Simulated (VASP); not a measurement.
Set up this calculation in VASP 6.6.1, as the native input.

```
Task                   : single point
Functional             : PBEsol
Potentials or basis    : VASP PAW PBE potentials, release 64 (Si, Mo_sv)
Cutoff                 : 520 eV
k mesh                 : 8 × 8 × 8
Occupations            : gaussian, width 0.1 eV
Spin                   : no spin polarisation
Dipole correction      : no
Further INCAR settings : ALGO = Normal; EDIFF = 1e-07; NBANDS = 18
```

The structure of Si2Mo (sol) lies in POSCAR:

```
Si2Mo
1.0
   -1.6021322800      1.6021322800      3.9080959800
    1.6021322800     -1.6021322800      3.9080959800
    1.6021322800      1.6021322800     -3.9080959800
Si Mo
2 1
Direct
    0.6645706300      0.6645706300      0.0000000000
    0.3354293700      0.3354293700      0.0000000000
    0.0000000000      0.0000000000      0.0000000000
```

These files were run (other wordings do the same):

INCAR

```
PREC = Accurate
ENCUT = 520
EDIFF = 1E-7
ISMEAR = 0
SIGMA = 0.1
LREAL = False
LASPH = True
NELM = 100
ALGO = Normal
ISIF = 2
LWAVE = False
LCHARG = False
GGA = PS
NBANDS = 18
```

KPOINTS

```
Automatic mesh
0
Gamma
  8 8 8
```

Potentials or basis: VASP PAW PBE potentials, release 64 (Si, Mo_sv).

Command:

```bash
$ cat potpaw_PBE.64/Si/POTCAR potpaw_PBE.64/Mo_sv/POTCAR > POTCAR
$ mpirun -np 1 vasp_std > vasp.out
```

Results of the run:

```yaml
Pressure: -1.3 GPa
Largest_force: 0.027 eV/Å
Band_gap_on_the_k_mesh: zero (band 11 reaches 12.68 eV, above the bottom of band 12 at 11.72 eV)
```

Caveat: the PAW data sets were made with another functional, which shifts forces and pressure a little.

Run time: 61 s on 1 thread of Intel(R) Xeon(R) Platinum 8259CL CPU @ 2.50GHz (Skylake/Cascade Lake), on a shared host, peak memory 0.22 GiB.
